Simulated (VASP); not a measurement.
Li3HfC2: relaxation of cell and atoms with PBE

Crystal: Li3HfC2.

```
Li Hf C
1.0
     6.44249    0.00000    0.00000
    -3.22124    5.57936    0.00000
     0.00000    0.00000    2.63817
Li Hf C
3 1 2
Direct
  0.50000 0.00000 0.50000
  0.00000 0.50000 0.50000
  0.50000 0.50000 0.50000
  0.00000 0.00000 0.50000
  0.33333 0.66667 0.50000
  0.66667 0.33333 0.50000
```

```yaml
Program: VASP 6.6.1
Task: relaxation of cell and atoms
Functional: PBE
Potentials_or_basis: VASP PAW PBE potentials, release 64 (Li_sv, Hf_pv, C)
Cutoff: 600 eV
k_mesh: 6 × 6 × 14
Occupations: gaussian, width 0.1 eV
Spin: no spin polarisation
Dipole_correction: no
Further_INCAR_settings: ALGO = Normal; EDIFF = 1e-06; IBRION = 2; EDIFFG = -0.01; NSW = 100; ISIF = 3
```

The relaxed volume is 15.61 Å³/atom, the relaxed cell is a = 6.498 Å, b = 6.498 Å, c = 2.561 Å, α = 90.00°, β = 90.00°, γ = 120.00° and the space group after relaxing (to 0.05 Å) is P6/mmm (No. 191). The energy gained by relaxing is 5.0 meV/atom, the ionic steps are 3 and the pressure after relaxing is 0.0 GPa.

Stress tensor (GPa, compression positive):
```
 0.08  0.00  0.00
 0.00  0.08  0.00
 0.00  0.00 -0.05
```

The path:
| step | energy change (eV) | largest force (eV/Å) | pressure (GPa) | volume (Å³) |
| --- | --- | --- | --- | --- |
| 1 | 0.0000 | 0.0000 | -0.40 | 94.83 |
| 2 | -0.0218 | 0.0000 | -0.24 | 94.28 |
| 3 | -0.0301 | 0.0000 | 0.03 | 93.67 |

Final structure:
```cif
data_structure
_symmetry_space_group_name_H-M 'P 1'
_symmetry_Int_Tables_number 1
_cell_length_a 6.4985
_cell_length_b 6.4985
_cell_length_c 2.5611
_cell_angle_alpha 90.000
_cell_angle_beta 90.000
_cell_angle_gamma 120.000
_cell_volume 93.67
loop_
_atom_site_label
_atom_site_type_symbol
_atom_site_fract_x
_atom_site_fract_y
_atom_site_fract_z
_atom_site_occupancy
Li1 Li 0.50000 0.00000 0.50000 1
Li2 Li 0.00000 0.50000 0.50000 1
Li3 Li 0.50000 0.50000 0.50000 1
Hf1 Hf 0.00000 0.00000 0.50000 1
C1 C 0.33333 0.66667 0.50000 1
C2 C 0.66667 0.33333 0.50000 1
```

Levels at points of the mesh, in eV from the Fermi level:
| k point | band 9 | band 10 | band 11 | band 12 | band 13 | band 14 | band 15 | band 16 | band 17 |
| --- | --- | --- | --- | --- | --- | --- | --- | --- | --- |
| (0.00, 0.00, 0.00) | -3.80 | -2.37 | -2.37 | -2.14 | -2.14 | -0.94 | 1.33 | 1.33 | 2.14 |
| (0.50, 0.00, 0.00) | -4.46 | -2.44 | -2.28 | -1.97 | -1.64 | 0.14 | 0.58 | 0.70 | 1.97 |
| (0.00, 0.00, 0.50) | -3.14 | -2.06 | -1.55 | -1.55 | -0.15 | -0.15 | 0.44 | 0.44 | 1.83 |
| (0.50, 0.00, 0.50) | -3.00 | -2.46 | -1.59 | -1.23 | -0.44 | -0.02 | 0.38 | 0.38 | 2.39 |

Run time: 120 s on 1 thread of Intel(R) Xeon(R) 6975P-C (Granite Rapids), on a shared host, peak memory 0.34 GiB.

Caveat: the cutoff is under 1.25 times the usual one of these potentials, so pressure, stress and relaxed cells hold a basis-set (Pulay) error; spin-orbit coupling is left out, which moves the levels of the heavy elements.
